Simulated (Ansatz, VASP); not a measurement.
**NaI in VASP and in Ansatz**

File INCAR:

```
PREC = Accurate
ENCUT = 520
EDIFF = 1E-7
ISMEAR = 0
SIGMA = 0.01
LREAL = F
LASPH = T
NELM = 150
ALGO = Normal
ISIF = 2
LWAVE = F
LCHARG = F
LNONCOLLINEAR = T
MAGMOM = 0 0 0 0 0 0
LORBIT = 11
LSORBIT = T
GGA_COMPAT = F
LORBMOM = T
NBANDS = 26
```

The input KPOINTS:

```
Automatic mesh
0
Gamma
  6 6 6
```

The input POSCAR:

```
NaI
1.0
    0.0000000000      3.1154317491      3.1154317491
    3.1154317491      0.0000000000      3.1154317491
    3.1154317491      3.1154317491      0.0000000000
Na I
1 1
Direct
    0.0000000000      0.0000000000      0.0000000000
    0.5000000000      0.5000000000      0.5000000000
```

Input for Ansatz:

```yaml
crystal:
  lattice:
    - [0.0, 3.11543174914, 3.11543174914]
    - [3.11543174914, 0.0, 3.11543174914]
    - [3.11543174914, 3.11543174914, 0.0]
  atoms:
    - { symbol: Na, position: [0.0, 0.0, 0.0] }
    - { symbol: I, position: [0.5, 0.5, 0.5] }
kpoints:
  mp_grid: { grid: [6, 6, 6] }
scf:
  occupations: { method: fixed }
  convergence: { dr2_threshold: 1.0e-10 }
hamiltonian:
  xc: lda
  pseudopotentials: { kind: all_electron, lapw: { basis_error: 0.0005 } }
magnetization:
  noncollinear: true
  spin_orbit: true
output:
  forces: true
  stress: true
  eigenstates:
    kpoints:
      - [0.0, 0.0, 0.0]
      - [0.0, -0.5, -0.5]
      - [-0.5, 0.0, -0.5]
      - [-0.5, -0.5, 0.0]
      - [-0.5, 0.0, 0.0]
      - [0.0, -0.5, 0.0]
      - [0.0, 0.0, -0.5]
      - [-0.5, -0.5, -0.5]
  eigenvalues: true
```

Alike in both runs: task single point; functional LDA; k mesh 6 × 6 × 6; non-collinear spin, spin-orbit coupling.

|  | VASP | Ansatz |
| --- | --- | --- |
| version | VASP 6.6.1 | Ansatz 0.2.0 |
| potentials or method | VASP PAW LDA potentials, release 64 (Na_pv, I), cutoff 520 eV | all-electron LAPW |
| occupations | gaussian, width 0.01 eV | fixed |

```csv
,VASP,Ansatz,Ansatz less VASP
pressure (GPa),0.4,0.3,-0.04
net moment per atom (μB),0.00,0.00,0.000
```

LDA's correlation is that of Perdew and Zunger in VASP and of Perdew and Wang (1992) in Ansatz. Ansatz ran all-electron here, and VASP with PAW potentials.
